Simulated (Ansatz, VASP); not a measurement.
## Two plane-wave programs on Ag

INCAR

```
SYSTEM = Ag
  PREC = Accurate
  ENCUT = 520
  EDIFF = 1E-7
  ISMEAR = 0
  SIGMA = 0.15
  LREAL = .FALSE.
  LASPH = .TRUE.
  NELM = 80
  ALGO = Fast
  ISIF = 2
  LWAVE = .FALSE.
  LCHARG = .FALSE.
  GGA = PE
  NBANDS = 12
```

File KPOINTS:

```
Automatic mesh
0
G
  20 20 20
  0 0 0
```

The input POSCAR:

```
Ag
1.0
    0.0000000000      1.8132512500      2.0431000000
    1.8132512500      0.0000000000      2.0431000000
    1.8132512500      1.8132512500      0.0000000000
Ag
1
Direct
    0.0000000000      0.0000000000      0.0000000000
```

Input for Ansatz:

```yaml
crystal:
  lattice:
    - [0.0, 1.81325125, 2.0431]
    - [1.81325125, 0.0, 2.0431]
    - [1.81325125, 1.81325125, 0.0]
  atoms:
    - { symbol: Ag, position: [0.0, 0.0, 0.0] }
basis:
  ecutwfc: 420
kpoints:
  mp_grid: { grid: [20, 20, 20] }
hamiltonian:
  xc: pbe
scf:
  occupations: { method: gaussian, width: 0.15 }
output:
  forces: true
  stress: true
  eigenvalues: true
```

Change from the starting cell: strain -0.1125 x Voigt [1, 1, 0, 0, 0, 0], atoms carried along.

Alike in both runs: task single point; functional PBE; k mesh 20 × 20 × 20; occupations gaussian, width 0.15 eV; no spin polarisation.

|  | VASP | Ansatz |
| --- | --- | --- |
| version | VASP 6.6.1 | Ansatz 0.2.0 |
| potentials or method | VASP PAW PBE potentials, release 64 (Ag), cutoff 520 eV | scalar-relativistic, plane waves, PAW |
| valence electrons in the cell | 11 | 19 |

VASP gave:

* gap on the k mesh at the Fermi level (eV): none
* pressure (GPa): 58.8
* traceless stress, the component that is largest in VASP (GPa): -10.17

What did Ansatz give for the same quantities?

gap on the k mesh at the Fermi level (eV): none; pressure (GPa): 59.5; traceless stress, the component that is largest in VASP (GPa): -10.30.

A gap of «none» marks a metal or a gap that the smearing closes. Both programs put the cell under a high pressure, so it lies far from rest at this level. VASP's potentials hold 11 valence electrons a cell and Ansatz's 19, so a difference there can come from the potentials and not from the codes.
